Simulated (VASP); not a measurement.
Here is a VASP 6.6.1 calculation.

The input INCAR:

```
SYSTEM = Hf3AlN4
PREC = Accurate ; ENCUT = 520
EDIFF = 1E-6 ; ISMEAR = 0
SIGMA = 0.1 ; LREAL = .FALSE.
LASPH = .TRUE. ; NELM = 80
ALGO = Normal ; ISIF = 2
LWAVE = .FALSE. ; LCHARG = .TRUE.
GGA = PE ; LELF = .TRUE.
LVHAR = .TRUE. ; NBANDS = 36
```

File KPOINTS:

```
Automatic mesh
0
G
  6 6 2
  0 0 0
```

The input POSCAR:

```
Hf3AlN4
1.0
    3.1684520264      0.0000000000      0.0000000000
    0.0000000000      3.1684520264      0.0000000000
    0.0000000000      0.0000000000      8.8884803960
Hf Al N
3 1 4
Direct
    0.5000000000      0.5000000000      0.2502134476
    0.0000000000      0.0000000000      0.5000000000
    0.5000000000      0.5000000000      0.7497865524
    0.0000000000      0.0000000000      0.0000000000
    0.0000000000      0.0000000000      0.2267016504
    0.5000000000      0.5000000000      0.5000000000
    0.0000000000      0.0000000000      0.7732983496
    0.5000000000      0.5000000000      0.0000000000
```

Potentials or basis: VASP PAW PBE potentials, release 64 (Hf_pv, Al, N).

Run with:

```console
$ cat potpaw_PBE.64/Hf_pv/POTCAR potpaw_PBE.64/Al/POTCAR potpaw_PBE.64/N/POTCAR > POTCAR
$ mpirun -np 1 vasp_std > vasp.out
```

Q: Estimate the pressure.

A: -1.9 GPa.

Q: What does it give for the band gap on the k mesh?

A: Zero (an odd number of electrons rules out a gap without spin polarisation).

Forces in eV/Å, atoms in the order of the input:
```
Hf   0.000  0.000 -0.029
Hf   0.000  0.000  0.000
Hf   0.000  0.000  0.029
Al   0.000  0.000  0.000
N    0.000  0.000  0.075
N    0.000  0.000  0.000
N    0.000  0.000 -0.075
N    0.000  0.000  0.000
```

Caveat: spin-orbit coupling is left out, which moves the levels of the heavy elements; an odd number of electrons without spin polarisation forces a metal; a magnetic or distorted state may lie lower.
